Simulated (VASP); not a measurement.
Runs of VASP 6.6.1 on Ir. The structure is that of space group P6_3/mmc (No. 194), or close to it. The cells are those of the table. This isn't the form of Ir at room conditions, which is fcc.

```tsv
cell	k mesh	gap on the mesh (eV)	pressure (GPa)
a = 2.631, b = 2.631, c = 4.271 Å, angles 90.0, 90.0, 120.0°, 2 atoms	15 × 15 × 8	none	40.6
a = 2.776, b = 2.776, c = 4.505 Å, angles 90.0, 90.0, 120.0°, 2 atoms	15 × 15 × 8	none	-25.9
a = 2.669, b = 2.669, c = 4.332 Å, angles 90.0, 90.0, 120.0°, 2 atoms	15 × 15 × 8	none	(a)
a = 2.705, b = 2.705, c = 4.391 Å, angles 90.0, 90.0, 120.0°, 2 atoms	13 × 13 × 7	none	-0.4
a = 2.705, b = 2.705, c = 4.391 Å, angles 90.0, 90.0, 120.0°, 2 atoms	15 × 15 × 8	none	(b)
```

Alike in all rows: task single point; level LDA; potentials or basis VASP PAW LDA potentials, release 64 (Ir_sv_GW); no spin polarisation; cutoff (eV) 560; smearing fermi-dirac 0.1 eV.

Q: Estimate the missing entries.

A: (a) 17.6; (b) -0.5.

Caveats: spin-orbit coupling is left out, which moves the levels of the heavy elements; the cell stands under pressure (at least some runs); the cell stands under tension (at least some runs).

A k mesh can miss the band edges, and the runs leave out spin-orbit coupling on Ir.

A gap of «none» marks levels without a gap at the run's occupations.
